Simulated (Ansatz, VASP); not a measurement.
**Two plane-wave programs on Cu**

```xyz
1
Lattice="-1.4331 1.4331 1.3668 1.4331 -1.4331 1.3668 1.4331 1.4331 -1.3668" Properties=species:S:1:pos:R:3 pbc="T T T"
Cu    0.0000    0.0000    0.0000
```

Alike in both runs: task single point; functional PBE0; k mesh 6 × 6 × 6; occupations fermi-dirac, width 0.05 eV; no spin polarisation.

|  | VASP | Ansatz |
| --- | --- | --- |
| version | VASP 6.6.1 | Ansatz 0.2.0 |
| potentials or method | VASP PAW PBE potentials, release 64 (Cu) | Ansatz PAW |
| plane-wave cutoff (eV) | 520 | 420 |
| valence electrons in the cell | 11 | 19 |

|  | VASP | Ansatz | Ansatz less VASP |
| --- | --- | --- | --- |
| gap on the k mesh at the Fermi level (eV) | none | none | - |
| pressure (GPa) | 10.4 | 10.6 | +0.16 |
| traceless stress, the component that is largest in VASP (GPa) | -2.47 | -2.43 | +0.040 |

A gap of «none» marks a metal or a gap that the smearing closes. VASP's potentials hold 11 valence electrons a cell and Ansatz's 19, so a difference there can come from the potentials and not from the codes.

The k mesh is coarse, so the values compare programs but aren't converged.
